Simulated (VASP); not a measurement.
# C: single point with PBE

Crystal: C.

```
C
1.0
     5.47351    0.00000    0.00000
     0.00000    5.47351    0.00000
     0.00000    0.00000    3.86842
C
12
Direct
  0.00000 0.62336 0.50000
  0.00000 0.37664 0.50000
  0.37664 0.00000 0.50000
  0.62336 0.00000 0.50000
  0.20734 0.00000 0.20138
  0.79266 0.00000 0.20138
  0.00000 0.20734 0.20138
  0.00000 0.79266 0.20138
  0.79266 0.00000 0.79862
  0.20734 0.00000 0.79862
  0.00000 0.79266 0.79862
  0.00000 0.20734 0.79862
```

```
Program             : VASP 6.6.1
Task                : single point
Functional          : PBE
Potentials or basis : VASP PAW PBE potentials, release 64 (C)
Cutoff              : 520 eV
k mesh              : 4 × 4 × 4
Occupations         : gaussian, width 0.1 eV
Spin                : no spin polarisation
```

The pressure is 0.3 GPa. The largest force is 0.026 eV/Å and the band gap on the k mesh is 0.76 eV, indirect (least direct gap 2.30 eV).

Forces on the atoms (eV/Å):
```
C    0.000  0.005  0.000
C    0.000 -0.005  0.000
C   -0.005  0.000  0.000
C    0.005  0.000  0.000
C    0.025  0.000  0.009
C   -0.025  0.000  0.009
C    0.000  0.025  0.009
C    0.000 -0.025  0.009
C   -0.025  0.000 -0.009
C    0.025  0.000 -0.009
C    0.000 -0.025 -0.009
C    0.000  0.025 -0.009
```

Levels at points of the mesh, in eV from the valence-band top:
```
           k point  band 22  band 23  band 24  band 25  band 26  band 27
(0.00, 0.00, 0.00)    -2.53    -1.95    -1.95     2.05     2.63     3.73
(0.50, 0.00, 0.00)    -2.83    -2.52    -1.92     1.02     2.29     3.84
(0.50, 0.50, 0.00)    -3.38    -3.08    -2.40     0.76     0.76     5.15
(0.00, 0.00, 0.50)    -2.73    -1.87    -1.87     2.64     2.80     3.72
(0.50, 0.00, 0.50)    -2.66    -1.60    -1.13     2.18     2.75     2.85
(0.50, 0.50, 0.50)    -2.93    -2.32     0.00     2.45     2.45     2.67
```

Wall time 110 s on 1 thread of AMD EPYC 7R43 64-Core Processor (Zen 3), with other jobs on the host, peak memory 0.18 GiB.

A k mesh can miss the band edges. PBE gaps usually lie below the measured ones, often by a third to a half.
